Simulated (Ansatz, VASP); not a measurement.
# One calculation of SiC, two programs

File POSCAR:

```
SiC
1.0
    0.0000000000      2.4450081589      1.7286207683
    2.4450081589      0.0000000000      1.7286207683
    2.4450081589      2.4450081589      0.0000000000
Si C
1 1
Direct
    0.0000000000      0.0000000000      0.0000000000
    0.7500000000      0.7500000000      0.7500000000
```

The input INCAR.step1:

```
SYSTEM = SiC
PREC     = Accurate       ! precision mode
ENCUT    = 520            ! plane-wave cutoff, eV
ISMEAR   = 0              ! smearing method
SIGMA    = 0.05           ! smearing width, eV
LREAL    = .FALSE.        ! projectors in reciprocal space
LASPH    = .TRUE.         ! aspherical terms in the spheres
NELM     = 100            ! most SCF steps
NBANDS   = 11             ! bands
GGA      = PE             ! functional
ALGO     = Normal         ! electronic algorithm
EDIFF    = 1E-4           ! SCF threshold, eV
LWAVE    = .TRUE.         ! write WAVECAR
LCHARG   = .FALSE.        ! write CHGCAR
```

The input INCAR.step2:

```
SYSTEM = SiC
PREC     = Accurate       ! precision mode
ENCUT    = 520            ! plane-wave cutoff, eV
EDIFF    = 1E-6           ! SCF threshold, eV
ISMEAR   = 0              ! smearing method
SIGMA    = 0.05           ! smearing width, eV
LREAL    = .FALSE.        ! projectors in reciprocal space
LASPH    = .TRUE.         ! aspherical terms in the spheres
NELM     = 100            ! most SCF steps
ALGO     = Normal         ! electronic algorithm
ISIF     = 2              ! what is computed and relaxed
LWAVE    = .FALSE.        ! write WAVECAR
LCHARG   = .FALSE.        ! write CHGCAR
METAGGA  = R2SCAN         ! meta-GGA
LMIXTAU  = .TRUE.       
NBANDS   = 11             ! bands
ISTART   = 1
```

The input KPOINTS:

```
regular mesh
0
G
  12 12 12
  0 0 0
```

Input for Ansatz:

```yaml
crystal:
  lattice:
    - [0.0, 2.4450081589, 1.7286207683]
    - [2.4450081589, 0.0, 1.7286207683]
    - [2.4450081589, 2.4450081589, 0.0]
  atoms:
    - { symbol: Si, position: [0.0, 0.0, 0.0] }
    - { symbol: C, position: [0.75, 0.75, 0.75] }
basis:
  ecutwfc: 500
kpoints:
  mp_grid: { grid: [12, 12, 12] }
hamiltonian:
  xc: r2scan
scf:
  occupations: { method: gaussian, width: 0.05 }
output:
  forces: true
  stress: true
  eigenvalues: true
```

Alike in both runs: task single point; functional r2SCAN; k mesh 12 × 12 × 12; occupations gaussian, width 0.05 eV; no spin polarisation.

```csv
,VASP,Ansatz
version,VASP 6.6.1,Ansatz 0.2.0
potentials or method,"VASP PAW PBE potentials, release 64 (Si, C), cutoff 520 eV","scalar-relativistic, plane waves, PAW"
valence electrons in the cell,8,8
```

|  | VASP | Ansatz | Ansatz less VASP |
| --- | --- | --- | --- |
| gap on the k mesh at the Fermi level (eV) | none | none | - |
| pressure (GPa) | -9.1 | -9.0 | +0.07 |
| traceless stress, the component that is largest in VASP (GPa) | 37.10 | 36.93 | -0.169 |

VASP's potentials were made for PBE, not for r2SCAN. A gap of «none» marks a metal or a gap that the smearing closes. With one functional, cell and mesh, what is left measures potentials, basis and numerics.
